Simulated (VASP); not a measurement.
**Co: single point with PBE**

The system is Co.

```
Co
1.0
     2.48736    0.00000    0.00000
    -1.24368    2.15412    0.00000
     0.00000    0.00000    4.06329
Co
2
Direct
  0.33137 0.64975 0.73713
  0.67030 0.32052 0.26370
```

* Program: VASP 6.6.1
* Task: single point
* Functional: PBE
* Potentials or basis: VASP PAW PBE potentials, release 64 (Co)
* Cutoff: 520 eV
* k mesh: 9 × 9 × 5
* Occupations: gaussian, width 0.1 eV
* Spin: collinear spin, ferromagnetic start
* Starting moments: [2.0, 2.0] μB

| Quantity | Value |
| --- | --- |
| Pressure | -0.6 GPa |
| Largest force | 0.707 eV/Å |
| Net moment | 3.09 μB per cell |
| Site moments | Co +1.57 μB |
| Valence electrons inside the program's atomic spheres | Co 8.28 |

Forces on the atoms (eV/Å):
```
Co   0.021  0.021  0.707
Co  -0.021 -0.021 -0.707
```

Stress tensor (GPa, compression positive):
```
-0.62  0.18  0.12
 0.18 -0.99  0.12
 0.12  0.12 -0.31
```

Levels at points of the mesh, in eV from the Fermi level:
Spin up:
```tsv
k point	band 6	band 7	band 8	band 9	band 10	band 11	band 12	band 13	band 14	band 15
(0.00, 0.00, 0.00)	-2.35	-2.34	-1.93	-1.90	-0.86	-0.82	-0.17	6.09	22.02	24.66
```
Spin down:
```tsv
k point	band 3	band 4	band 5	band 6	band 7	band 8	band 9	band 10	band 11	band 12
(0.00, 0.00, 0.00)	-1.16	-1.06	-1.05	-0.77	-0.77	-0.20	-0.15	-0.11	0.98	1.01
```

Run time: 78 s on 1 thread of Intel(R) Xeon(R) Platinum 8488C (Sapphire Rapids) (shared host), peak memory 0.22 GiB.
